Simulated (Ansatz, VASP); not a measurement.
**Two plane-wave programs on NiN2**

```xyz
6
Lattice="3.3930 0.0000 0.0000 0.0000 3.3930 0.0000 0.0000 0.0000 4.3934" Properties=species:S:1:pos:R:3 pbc="T T T"
Ni    0.0000    0.0000    0.0000
Ni    1.6965    1.6965    2.1967
N     0.0000    1.6965    1.0984
N     0.0000    1.6965    3.2951
N     1.6965    0.0000    1.0983
N     1.6965    0.0000    3.2950
```

Alike in both runs: functional PBE; k mesh 6 × 6 × 4; occupations gaussian, width 0.1 eV; no spin polarisation.

Ansatz relaxed the structure, and its values are those at the end. VASP's run is a single point on that final structure, the one shown.

|  | VASP | Ansatz |
| --- | --- | --- |
| version | VASP 6.6.1 | Ansatz 0.2.0 |
| potentials or method | VASP PAW PBE potentials, release 64 (Ni, N), cutoff 520 eV | scalar-relativistic, plane waves, PAW |
| valence electrons in the cell | 40 | 56 |

|  | VASP | Ansatz | Ansatz less VASP |
| --- | --- | --- | --- |
| gap on the k mesh at the Fermi level (eV) | none | none | - |
| pressure (GPa) | 0.2 | 0.1 | -0.10 |

A gap of «none» marks a metal or a gap that the smearing closes. With one functional, cell and mesh, what is left measures potentials, basis and numerics. VASP's potentials hold 40 valence electrons a cell and Ansatz's 56, so a difference there can come from the potentials and not from the codes.
